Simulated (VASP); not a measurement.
# LiF (Griceite) (I4mm) in VASP: further runs

The runs below take LiF (Griceite) through single point, with PBEsol+D3(BJ).

All numbers are computed with VASP 6.6.1; they aren't measurements. Logs are shortened: lines on timing, memory, paths and dates and some standing lists are left out, and cuts for length are marked.

## (1) The cell of the first run

The structure is tetragonal, space group I4mm (No. 107). The conventional cell has a = 2.848 Å, b = 2.848 Å, c = 4.028 Å, α = 90.00°, β = 90.00°, γ = 90.00°. Within 2.6 Å of Li (site symmetry 4mm) lie 6 F at 1.99 to 2.04 Å. Within 2.6 Å of F (site symmetry 4mm) lie 6 Li at 1.99 to 2.04 Å.

## (2) Single point, PBEsol+D3(BJ)

Contents of INCAR:

```
ALGO = Normal
EDIFF = 1E-6
ENCUT = 520
GGA = PS
ISIF = 2
ISMEAR = 0
IVDW = 12
LASPH = True
LCHARG = False
LREAL = False
LWAVE = False
NBANDS = 12
NELM = 80
PREC = Accurate
SIGMA = 0.01
```

Contents of KPOINTS:

```
k-points
0
Gamma
  7 7 7
```

Contents of POSCAR:

```
LiF
1.0
    0.0000000000      2.0140000000      2.0140000000
    2.0140000000      0.0000000000      2.0140000000
    2.0140000000      2.0140000000      0.0000000000
Li F
1 1
Direct
    0.0000000000      0.0000000000      0.0000000000
    0.5062065541      0.5062065541      0.4937934459
```

Potentials or basis: VASP PAW PBE potentials, release 64 (Li_sv, F).

On the command line:

```console
$ cat potpaw_PBE.64/Li_sv/POTCAR potpaw_PBE.64/F/POTCAR > POTCAR
$ mpirun -np 1 vasp_std > vasp.out
```

OUTCAR:

```text
EDIFF = 1E-6
   ENCUT = 520
   GGA = PS
   ISIF = 2
   ISMEAR = 0
   IVDW = 12
   LASPH = True
   LREAL = False
   NELM = 80
   PREC = Accurate
 IVDW          = 12

 ion  position               nearest neighbor table
   1  0.000  0.000  0.000-   2 1.99   2 2.01   2 2.01   2 2.01   2 2.01   2 2.04
   2  0.506  0.506  0.494-   1 1.99   1 2.01   1 2.01   1 2.01   1 2.01   1 2.04

  LATTYP: Found a face centered cubic cell.
 ALAT       =     4.0280000000

  Lattice vectors:

 A1 = (   0.0000000000,   2.0140000000,   2.0140000000)
 A2 = (   2.0140000000,   0.0000000000,   2.0140000000)
 A3 = (   2.0140000000,   2.0140000000,   0.0000000000)

Analysis of symmetry for initial positions (statically):
=====================================================================
 Subroutine PRICEL returns:
 Original cell was already a primitive cell.

 Routine SETGRP: Setting up the symmetry group for a
 face centered cubic supercell.

 Subroutine GETGRP returns: Found  8 space group operations
 (whereof  8 operations were pure point group operations)
 out of a pool of 48 trial point group operations.

The static configuration has the point symmetry C_4v.

Analysis of symmetry for dynamics (positions and initial velocities):
=====================================================================
 Subroutine PRICEL returns:
 Original cell was already a primitive cell.

 Routine SETGRP: Setting up the symmetry group for a
 face centered cubic supercell.

 Subroutine GETGRP returns: Found  8 space group operations
 (whereof  8 operations were pure point group operations)
 out of a pool of 48 trial point group operations.

The dynamic configuration has the point symmetry C_4v.

 Subroutine INISYM returns: Found  8 space group operations
 (whereof  8 operations are pure point group operations),
 and found     1 'primitive' translations

----------------------------------------------------------------------------------------

                                     Primitive cell

  volume of cell :      16.3384

  direct lattice vectors                    reciprocal lattice vectors
     0.000000000  2.014000000  2.014000000    -0.248262165  0.248262165  0.248262165
     2.014000000  0.000000000  2.014000000     0.248262165 -0.248262165  0.248262165
     2.014000000  2.014000000  0.000000000     0.248262165  0.248262165 -0.248262165

  length of vectors
     2.848226115  2.848226115  2.848226115     0.430002683  0.430002683  0.430002683

  position of ions in fractional coordinates (direct lattice)
     0.000000000  0.000000000  0.000000000
     0.506206554  0.506206554  0.493793446

  ion indices of the primitive-cell ions
[... 89 lines left out ...]
   EFERMI =   0.00;   METHOD = LEGACY
   ISMEAR =     0;   SIGMA  =   0.01  broadening in eV -4-tet -1-fermi 0-gaus
   EFERMI_NEDOS =   21; number of points for ismear=-14 and -15
   IALGO  =     38    algorithm
   IMIX   =      4    mixing-type and parameters
     AMIX     =   0.40;   BMIX     =  1.00
     AMIX_MAG =   1.60;   BMIX_MAG =  1.00
  volume/ion in A,a.u.               =       8.17        55.13
  Fermi-wavevector in a.u.,A,eV,Ry     =   1.389970  2.626662 26.286674  1.932016
  Thomas-Fermi vector in A             =   2.513950
   LORBIT       =      0    0 simple, 1 ext, 2 COOP (PROOUT), +10 PAW based schemes
   GGA     = PS    functional components
   LHFCALC =     F    Hartree Fock is set to
   AEXX    =    0.0000 exact exchange contribution
   IVDW    =    12    specifies the selected vdW correction
   LEPSILON=     F    determine dielectric tensor
   LRPA    =     F    only Hartree local field effects (RPA)
 non-spin polarized calculation
 Gauss-broadening in eV      SIGMA  =   0.01
  energy-cutoff  :      520.00
  volume of cell :       16.34
 maximum number of plane-waves:       459
 NGX is ok and might be reduce to    24
   NGX = 11   NGY = 11   NGZ = 11

 number of electron      10.0000000 magnetization

 number of electron       9.9999997 magnetization

 Free energy of the ion-electron system (eV)
  ---------------------------------------------------
  ext. energy  EPLUGINS =         0.00000000
  ---------------------------------------------------
  free energy    TOTEN  =        -9.85140933 eV

  energy without entropy =       -9.85140933  energy(sigma->0) =       -9.85140933

 E-fermi :  -1.0154     XC(G=0): -10.2021

 val. band max:       -1.1081989858   @ k =   0.0000   0.0000   0.0000
 cond. band min:       7.8062272840   @ k =   0.0000   0.0000   0.0000
 fundamental gap:      8.9144262698
 Fermi energy:        -1.0153548331

 k-point     1 :       0.0000    0.0000    0.0000
  band No.  band energies     occupation
      1     -41.3163      2.00000
      2     -20.9730      2.00000
      3      -1.1093      2.00000
      4      -1.1082      2.00000
      5      -1.1082      2.00000
      6       7.8062      0.00000
      7      22.6457      0.00000
      8      22.6457      0.00000
      9      22.7235      0.00000
     10      23.0016      0.00000
     11      23.0751      0.00000
     12      23.0751      0.00000
[... 331 lines left out ...]
 k-point    24 :       0.0000   -0.2857    0.2857
  band No.  band energies     occupation
      1     -41.2456      2.00000
      2     -20.4283      2.00000
      3      -3.0461      2.00000
      4      -2.8261      2.00000
      5      -1.4886      2.00000
      6      11.4132      0.00000
      7      14.0638      0.00000
      8      17.8974      0.00000
      9      18.2062      0.00000
     10      26.2595      0.00000
     11      28.9237      0.00000
     12      29.0780      0.00000

 [... further k-points ...]

------------------------ aborting loop because EDIFF is reached ----------------------------------------

 Edisp (eV)   -0.28883

 E8    (eV) :    -0.1708

  FORCE on cell =-STRESS in cart. coord.  units (eV):
  Direction    XX          YY          ZZ          XY          YZ          ZX
  --------------------------------------------------------------------------------------
  -------------------------------------------------------------------------------------
  Total      -0.42643    -0.42643    -0.41657     0.00000     0.00000     0.00000
  in kB     -41.81719   -41.81719   -40.85022     0.00000     0.00000     0.00000
  external pressure =      -41.49 kB  Pullay stress =        0.00 kB

 VOLUME and BASIS-vectors are now :
 -----------------------------------------------------------------------------
  energy-cutoff  :      520.00
  volume of cell :       16.34
      direct lattice vectors                 reciprocal lattice vectors
     0.000000000  2.014000000  2.014000000    -0.248262165  0.248262165  0.248262165
     2.014000000  0.000000000  2.014000000     0.248262165 -0.248262165  0.248262165
     2.014000000  2.014000000  0.000000000     0.248262165  0.248262165 -0.248262165

 POSITION                                       TOTAL-FORCE (eV/Angst)
 -----------------------------------------------------------------------------------
      0.00000      0.00000      0.00000         0.000000      0.000000      0.041823
      2.01400      2.01400      2.03900         0.000000      0.000000     -0.041823
 -----------------------------------------------------------------------------------
    total drift:                               -0.000001     -0.000001      0.000712

  FREE ENERGIE OF THE ION-ELECTRON SYSTEM (eV)
  ---------------------------------------------------
  free  energy   TOTEN  =       -10.1402383655 eV

  energy  without entropy=      -10.1402383655  energy(sigma->0) =      -10.14023837
```

stdout:

```text
POSCAR found type information on POSCAR LiF
 POSCAR found :  2 types and       2 ions
 scaLAPACK will be used
 -----------------------------------------------------------------------------
|                                                                             |
|                                                                             |
|     You enforced a specific xc type in the INCAR file but a different       |
|     I HOPE YOU KNOW WHAT YOU ARE DOING!                                     |
|                                                                             |
 -----------------------------------------------------------------------------

 LDA part: xc-table for (Slater+PW92), standard interpolation
 POSCAR, INCAR and KPOINTS ok, starting setup
 FFT: planning ... GRIDC
 FFT: planning ... GRID_SOFT
 FFT: planning ... GRID
 WAVECAR not read
 entering main loop
```

Run time: 4.3 s. Hardware: 1 thread of Intel Xeon 6975P-C, shared host; peak memory 0.14 GiB.

What came out:

```yaml
Free_energy: -10.1402 eV
Largest_force: 0.042 eV/Å
Band_gap_on_the_k_mesh: 8.91 eV, direct
Dispersion_energy_per_atom: -0.144 eV
```

Forces on the atoms (eV/Å):
```
Li   0.000  0.000  0.042
F    0.000  0.000 -0.042
```

Levels at points of the mesh, in eV from the valence-band top:
| k point | band 1 | band 2 | band 3 | band 4 | band 5 | band 6 | band 7 | band 8 | band 9 | band 10 |
| --- | --- | --- | --- | --- | --- | --- | --- | --- | --- | --- |
| (0.00, 0.00, 0.00) | -40.21 | -19.86 | 0.00 | 0.00 | 0.00 | 8.91 | 23.75 | 23.75 | 23.83 | 24.11 |

Caveat: the cutoff is under 1.25 times the usual one of these potentials, so pressure, stress and relaxed cells hold a basis-set (Pulay) error; the PAW data sets were made with another functional, which shifts forces and pressure a little. Expect the measured gap to be larger: semilocal functionals such as PBEsol lack the derivative discontinuity.

## (3) Single point, PBEsol+D3(BJ)

Contents of INCAR:

```
ALGO = Normal ; EDIFF = 1E-6
ENCUT = 520 ; GGA = PS
ISIF = 2 ; ISMEAR = 0
IVDW = 12 ; LASPH = True
LCHARG = False ; LREAL = False
LWAVE = False ; NBANDS = 12
NELM = 60 ; PREC = Accurate
SIGMA = 0.01
```

KPOINTS is that of step 2.

POSCAR: that of step 2 with these lines changed.

```diff
@@ -9,2 +9,2 @@
     0.0000000000      0.0000000000      0.0000000000
-    0.5062065541      0.5062065541      0.4937934459
+    0.5124131082      0.5124131082      0.4875868918
```

Potentials or basis: VASP PAW PBE potentials, release 64 (Li_sv, F).

On the command line:

```console
$ cat potpaw_PBE.64/Li_sv/POTCAR potpaw_PBE.64/F/POTCAR > POTCAR
$ mpirun -np 1 vasp_std > vasp.out
```

OUTCAR:

```text
EDIFF = 1E-6
   ENCUT = 520
   GGA = PS
   ISIF = 2
   ISMEAR = 0
   IVDW = 12
   LASPH = True
   LREAL = False
   NELM = 60
   PREC = Accurate
 IVDW          = 12

 ion  position               nearest neighbor table
   1  0.000  0.000  0.000-   2 1.96   2 2.01   2 2.01   2 2.01   2 2.01   2 2.06
   2  0.512  0.512  0.488-   1 1.96   1 2.01   1 2.01   1 2.01   1 2.01   1 2.06

  LATTYP: Found a face centered cubic cell.
 ALAT       =     4.0280000000

  Lattice vectors:

 A1 = (   0.0000000000,   2.0140000000,   2.0140000000)
 A2 = (   2.0140000000,   0.0000000000,   2.0140000000)
 A3 = (   2.0140000000,   2.0140000000,   0.0000000000)

Analysis of symmetry for initial positions (statically):
=====================================================================
 Subroutine PRICEL returns:
 Original cell was already a primitive cell.

 Routine SETGRP: Setting up the symmetry group for a
 face centered cubic supercell.

 Subroutine GETGRP returns: Found  8 space group operations
 (whereof  8 operations were pure point group operations)
 out of a pool of 48 trial point group operations.

The static configuration has the point symmetry C_4v.

Analysis of symmetry for dynamics (positions and initial velocities):
=====================================================================
 Subroutine PRICEL returns:
 Original cell was already a primitive cell.

 Routine SETGRP: Setting up the symmetry group for a
 face centered cubic supercell.

 Subroutine GETGRP returns: Found  8 space group operations
 (whereof  8 operations were pure point group operations)
 out of a pool of 48 trial point group operations.

The dynamic configuration has the point symmetry C_4v.

 Subroutine INISYM returns: Found  8 space group operations
 (whereof  8 operations are pure point group operations),
 and found     1 'primitive' translations

----------------------------------------------------------------------------------------

                                     Primitive cell

  volume of cell :      16.3384
[... 119 lines left out ...]
   LRPA    =     F    only Hartree local field effects (RPA)
 non-spin polarized calculation
 Gauss-broadening in eV      SIGMA  =   0.01
  energy-cutoff  :      520.00
  volume of cell :       16.34
 maximum number of plane-waves:       459
 NGX is ok and might be reduce to    24
   NGX = 11   NGY = 11   NGZ = 11

 number of electron      10.0000001 magnetization

 Free energy of the ion-electron system (eV)
  ---------------------------------------------------
  ext. energy  EPLUGINS =         0.00000000
  ---------------------------------------------------
  free energy    TOTEN  =        -9.84982422 eV

  energy without entropy =       -9.84982422  energy(sigma->0) =       -9.84982422

 E-fermi :  -1.0130     XC(G=0): -10.2013

 val. band max:       -1.1084215096   @ k =   0.0000   0.0000   0.0000
 cond. band min:       7.8032917169   @ k =   0.0000   0.0000   0.0000
 fundamental gap:      8.9117132264
 Fermi energy:        -1.0130280703

 k-point     1 :       0.0000    0.0000    0.0000
  band No.  band energies     occupation
      1     -41.3150      2.00000
      2     -20.9736      2.00000
      3      -1.1127      2.00000
      4      -1.1084      2.00000
      5      -1.1084      2.00000
      6       7.8033      0.00000
      7      22.5099      0.00000
      8      22.5099      0.00000
      9      22.7389      0.00000
     10      23.0043      0.00000
     11      23.2159      0.00000
     12      23.2159      0.00000
[... 331 lines left out ...]
 k-point    24 :       0.0000   -0.2857    0.2857
  band No.  band energies     occupation
      1     -41.2441      2.00000
      2     -20.4296      2.00000
      3      -3.0464      2.00000
      4      -2.8263      2.00000
      5      -1.4910      2.00000
      6      11.4124      0.00000
      7      14.0622      0.00000
      8      17.7597      0.00000
      9      18.3602      0.00000
     10      26.2607      0.00000
     11      28.8500      0.00000
     12      29.1585      0.00000

 [... further k-points ...]

------------------------ aborting loop because EDIFF is reached ----------------------------------------

 Edisp (eV)   -0.28883

 E8    (eV) :    -0.1708

  FORCE on cell =-STRESS in cart. coord.  units (eV):
  Direction    XX          YY          ZZ          XY          YZ          ZX
  --------------------------------------------------------------------------------------
  -------------------------------------------------------------------------------------
  Total      -0.42814    -0.42814    -0.38936     0.00000    -0.00000     0.00000
  in kB     -41.98410   -41.98410   -38.18132     0.00000    -0.00000     0.00000
  external pressure =      -40.72 kB  Pullay stress =        0.00 kB

 VOLUME and BASIS-vectors are now :
 -----------------------------------------------------------------------------
  energy-cutoff  :      520.00
  volume of cell :       16.34
      direct lattice vectors                 reciprocal lattice vectors
     0.000000000  2.014000000  2.014000000    -0.248262165  0.248262165  0.248262165
     2.014000000  0.000000000  2.014000000     0.248262165 -0.248262165  0.248262165
     2.014000000  2.014000000  0.000000000     0.248262165  0.248262165 -0.248262165

 POSITION                                       TOTAL-FORCE (eV/Angst)
 -----------------------------------------------------------------------------------
      0.00000      0.00000      0.00000         0.000000      0.000000      0.085870
      2.01400      2.01400      2.06400         0.000000      0.000000     -0.085870
 -----------------------------------------------------------------------------------
    total drift:                                0.000001      0.000001     -0.000183

  FREE ENERGIE OF THE ION-ELECTRON SYSTEM (eV)
  ---------------------------------------------------
  free  energy   TOTEN  =       -10.1386521956 eV

  energy  without entropy=      -10.1386521956  energy(sigma->0) =      -10.13865220
```

stdout:

```text
POSCAR found type information on POSCAR LiF
 POSCAR found :  2 types and       2 ions
 scaLAPACK will be used
 -----------------------------------------------------------------------------
|                                                                             |
|                                                                             |
|     You enforced a specific xc type in the INCAR file but a different       |
|     I HOPE YOU KNOW WHAT YOU ARE DOING!                                     |
|                                                                             |
 -----------------------------------------------------------------------------

 LDA part: xc-table for (Slater+PW92), standard interpolation
 POSCAR, INCAR and KPOINTS ok, starting setup
 FFT: planning ... GRIDC
 FFT: planning ... GRID_SOFT
 FFT: planning ... GRID
 WAVECAR not read
 entering main loop
```

It took 4.6 s on 1 thread of Intel Xeon 6975P-C, shared host; peak memory 0.14 GiB.

What came out:

| Quantity | Value |
| --- | --- |
| Free energy | -10.1387 eV |
| Largest force | 0.086 eV/Å |
| Band gap on the k mesh | 8.91 eV, direct |
| Dispersion energy per atom | -0.144 eV |

Forces in eV/Å, atoms in the order of the input:
```
Li   0.000  0.000  0.086
F    0.000  0.000 -0.086
```

Caveat: the cutoff is under 1.25 times the usual one of these potentials, so pressure, stress and relaxed cells hold a basis-set (Pulay) error; the PAW data sets were made with another functional, which shifts forces and pressure a little.
